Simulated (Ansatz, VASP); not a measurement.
BeS5 in VASP and in Ansatz

```xyz
6
Lattice="0.0000 3.6556 3.6556 3.6556 0.0000 3.6556 3.6556 3.6556 0.0000" Properties=species:S:1:pos:R:3 pbc="T T T"
Be    0.0000    0.0000    0.0000
S     4.5777    4.5777    4.5777
S     4.5777    2.7334    2.7334
S     2.7334    2.7334    4.5777
S     2.7334    4.5777    2.7334
S     1.8278    1.8278    1.8278
```

Change from the starting cell: species swapped into the Be5Au type (F-43m, No. 216).

Alike in both runs: functional PBE; k mesh 10 × 10 × 10; occupations gaussian, width 0.1 eV; no spin polarisation.

Ansatz relaxed the structure, and its values are those at the end. VASP's run is a single point on that final structure, the one shown.

|  | VASP | Ansatz |
| --- | --- | --- |
| version | VASP 6.6.1 | Ansatz 0.2.0 |
| potentials or method | VASP PAW PBE potentials, release 64 (Be, S), cutoff 520 eV | scalar-relativistic, plane waves, PAW |
| valence electrons in the cell | 32 | 32 |

VASP gave:

```
gap on the k mesh at the Fermi level (eV) : none
pressure (GPa)                            : -0.1
rms of the force components (eV/Å)        : 0.005
```

Problem. What did Ansatz give for the same quantities?

Solution. gap on the k mesh at the Fermi level (eV): none; pressure (GPa): 0.0; rms of the force components (eV/Å): 0.001.

A gap of «none» marks a metal or a gap that the smearing closes. With one functional, cell and mesh, what is left measures potentials, basis and numerics.
